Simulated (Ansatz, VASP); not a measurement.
**Two plane-wave programs on MgO**

Contents of POSCAR:

```
MgO
1.0
    3.2888257900      0.0000000000      0.0000000000
   -1.6444128950      2.8482066827      0.0000000000
    0.0000000000      0.0000000000      5.0322560468
Mg O
2 2
Direct
    0.3067411198      0.6090185807      0.0199651440
    0.5475004032      0.3145833182      0.4881269668
    0.4172776694      0.7139537008      0.3694977650
    0.7284808076      0.3624444003      0.9316101242
```

INCAR.step1

```
SYSTEM = MgO
PREC     = Accurate       ! precision mode
ENCUT    = 600            ! plane-wave cutoff, eV
ISMEAR   = 0              ! smearing method
SIGMA    = 0.05           ! smearing width, eV
LREAL    = .FALSE.        ! projectors in reciprocal space
LASPH    = .TRUE.         ! aspherical terms in the spheres
NELM     = 100            ! most SCF steps
GGA      = PE             ! functional
ALGO     = Normal         ! electronic algorithm
EDIFF    = 1E-4           ! SCF threshold, eV
LWAVE    = .TRUE.         ! write WAVECAR
LCHARG   = .FALSE.        ! write CHGCAR
```

INCAR.step2

```
SYSTEM = MgO
PREC     = Accurate       ! precision mode
ENCUT    = 600            ! plane-wave cutoff, eV
EDIFF    = 1E-6           ! SCF threshold, eV
ISMEAR   = 0              ! smearing method
SIGMA    = 0.05           ! smearing width, eV
LREAL    = .FALSE.        ! projectors in reciprocal space
LASPH    = .TRUE.         ! aspherical terms in the spheres
NELM     = 100            ! most SCF steps
ALGO     = Normal         ! electronic algorithm
ISIF     = 3              ! what is computed and relaxed
LWAVE    = .FALSE.        ! write WAVECAR
LCHARG   = .FALSE.        ! write CHGCAR
METAGGA  = R2SCAN         ! meta-GGA
LMIXTAU  = .TRUE.       
IBRION   = 2              ! ionic algorithm
NSW      = 100            ! ionic steps
EDIFFG   = -0.01          ! ionic threshold
ISTART   = 1
```

KPOINTS

```
regular mesh
0
G
  6 6 4
  0 0 0
```

Input for Ansatz:

```yaml
crystal:
  lattice:
    - [3.28882579, 0.0, 0.0]
    - [-1.644412895, 2.8482066827, 0.0]
    - [0.0, 0.0, 5.0322560468]
  atoms:
    - { symbol: Mg, position: [0.3067411198, 0.6090185807, 0.019965144] }
    - { symbol: Mg, position: [0.5475004032, 0.3145833182, 0.4881269668] }
    - { symbol: O, position: [0.4172776694, 0.7139537008, 0.369497765] }
    - { symbol: O, position: [0.7284808076, 0.3624444003, 0.9316101242] }
basis:
  ecutwfc: 500
kpoints:
  mp_grid: { grid: [6, 6, 4] }
hamiltonian:
  xc: r2scan
scf:
  occupations: { method: gaussian, width: 0.05 }
output:
  forces: true
  stress: true
  eigenvalues: true
  write_density: true
  write_potential: true
  elf: true
  volumetric_format: npy
relax:
  adjacent_minimum: "off"
  f_tol: 0.01
  max_steps: 80
  cell: { stress_tol: 0.1 }
```

Change from the starting cell: all atoms moved at random, sigma 0.15 Å a component; relaxed back.

Alike in both runs: task relaxation of cell and atoms; functional r2SCAN; k mesh 6 × 6 × 4; occupations gaussian, width 0.05 eV; no spin polarisation.

```csv
,VASP,Ansatz
version,VASP 6.6.1,Ansatz 0.2.0
potentials or method,"VASP PAW PBE potentials, release 64 (Mg, O), cutoff 600 eV","scalar-relativistic, plane waves, PAW"
valence electrons in the cell,16,32
```

VASP gave:

* gap on the k mesh at the Fermi level, each at its own relaxed structure (eV): 4.24
* relaxed volume (Å³/atom): 11.72
* relaxed length of the cell vector where the two differ most in proportion (Å): 3.282

**Question.** Which values does Ansatz return?

**Answer.** gap on the k mesh at the Fermi level, each at its own relaxed structure (eV): 4.22; relaxed volume (Å³/atom): 11.79; relaxed length of the cell vector where the two differ most in proportion (Å): 3.289.

VASP's potentials were made for PBE, not for r2SCAN. VASP's potentials hold 16 valence electrons a cell and Ansatz's 32, so a difference there can come from the potentials and not from the codes.
